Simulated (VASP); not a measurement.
Here is a VASP 6.6.1 calculation.

INCAR

```
SYSTEM = W
PREC     = Accurate       ! precision mode
ENCUT    = 520            ! plane-wave cutoff, eV
EDIFF    = 1E-6           ! SCF threshold, eV
ISMEAR   = -1             ! smearing method
SIGMA    = 0.08           ! smearing width, eV
LREAL    = .False.        ! projectors in reciprocal space
LASPH    = .True.         ! aspherical terms in the spheres
NELM     = 60             ! most SCF steps
ALGO     = Normal         ! electronic algorithm
ISIF     = 2              ! what is computed and relaxed
LWAVE    = .False.        ! write WAVECAR
LCHARG   = .False.        ! write CHGCAR
GGA      = PE             ! functional
NBANDS   = 13             ! bands
```

Contents of KPOINTS:

```
regular mesh
0
Gamma
  18 18 16
  0 0 0
```

Contents of POSCAR:

```
W
1.0
    2.6485176256      0.0000000000      0.0000000000
   -1.3242588128      2.2936835462      0.0000000000
    0.0000000000      0.0000000000      2.4495010592
W
1
Direct
    0.0000000000      0.0000000000      0.0000000000
```

Potentials or basis: VASP PAW PBE potentials, release 64 (W_sv).

Run with:

```sh
$ cat potpaw_PBE.64/W_sv/POTCAR > POTCAR
$ mpirun -np 1 vasp_std > vasp.out
```

(1) What does it give for the band gap on the k mesh?

(2) What does it give for the pressure?

Answers

(1) zero (bands 7 and 8 overlap by 2.08 eV).

(2) 53.9 GPa.

Caveat: the cell stands under pressure; spin-orbit coupling is left out, which moves the levels of the heavy elements.
